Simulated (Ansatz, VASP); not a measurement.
## AlN: VASP beside Ansatz

INCAR

```
SYSTEM = AlN
PREC = Accurate
ENCUT = 520
EDIFF = 1E-7
ISMEAR = -1
SIGMA = 0.03
LREAL = .False.
LASPH = .True.
NELM = 80
ALGO = Normal
ISIF = 2
LWAVE = .False.
LCHARG = .False.
GGA = PS
NBANDS = 16
```

KPOINTS

```
Automatic mesh
0
Gamma
  10 10 6
  0 0 0
```

POSCAR

```
AlN
1.0
    3.1110021516     -0.0155550108     -0.0155550108
   -1.5689721103      2.7019843999     -0.0056935291
   -0.0248900000     -0.0248900000      4.9780000000
Al N
2 2
Direct
    0.3333333333      0.6666666667      0.0000000000
    0.6666666667      0.3333333333      0.5000000000
    0.3333333333      0.6666666667      0.3850000000
    0.6666666667      0.3333333333      0.8850000000
```

Input for Ansatz:

```yaml
crystal:
  lattice:
    - [3.1110021516, -0.0155550108, -0.0155550108]
    - [-1.5689721103, 2.7019843999, -0.0056935291]
    - [-0.02489, -0.02489, 4.978]
  atoms:
    - { symbol: Al, position: [0.3333333333, 0.6666666667, 0.0] }
    - { symbol: Al, position: [0.6666666667, 0.3333333333, 0.5] }
    - { symbol: "N", position: [0.3333333333, 0.6666666667, 0.385] }
    - { symbol: "N", position: [0.6666666667, 0.3333333333, 0.885] }
kpoints:
  mp_grid: { grid: [10, 10, 6] }
  band_path:
    path:
      - [0.0, 0.0, 0.0]
      - [0.0, 0.0, 0.5]
      - [-0.5, 0.5, 0.0]
      - [0.0, 0.0, 0.0]
      - [0.0, -0.5, 0.0]
      - [-0.5, 0.0, 0.5]
      - [0.0, 0.0, 0.0]
      - [-0.5, 0.0, 0.0]
      - [0.0, -0.5, 0.5]
    npoints: 5
scf:
  occupations: { method: fermi_dirac, width: 0.03 }
hamiltonian:
  xc: pbesol
  pseudopotentials: { kind: all_electron, lapw: { basis_error: 0.001 } }
output:
  forces: true
  stress: true
  eigenvalues: true
```

Change from the starting cell: equal xy, yz and zx shear strains of -1 %.

Alike in both runs: task single point; functional PBEsol; k mesh 10 × 10 × 6; occupations fermi-dirac, width 0.03 eV; no spin polarisation.

|  | VASP | Ansatz |
| --- | --- | --- |
| version | VASP 6.6.1 | Ansatz 0.2.0 |
| potentials or method | VASP PAW PBE potentials, release 64 (Al, N), cutoff 520 eV | all-electron LAPW, scalar-relativistic |

Ansatz gave:

```
gap on the k mesh at the Fermi level (eV)                     : 4.08
pressure (GPa)                                                : 0.5
traceless stress, the component that is largest in VASP (GPa) : 1.77
rms of the force components (eV/Å)                            : 0.129
```

Task: Estimate VASP's values.

Result: gap on the k mesh at the Fermi level (eV): 4.08; pressure (GPa): 0.6; traceless stress, the component that is largest in VASP (GPa): 1.80; rms of the force components (eV/Å): 0.130.

VASP's potentials were made for PBE, not for PBEsol. Atom by atom the forces differ by 0.001 eV/Å (rms over components). Ansatz ran all-electron here, and VASP with PAW potentials.
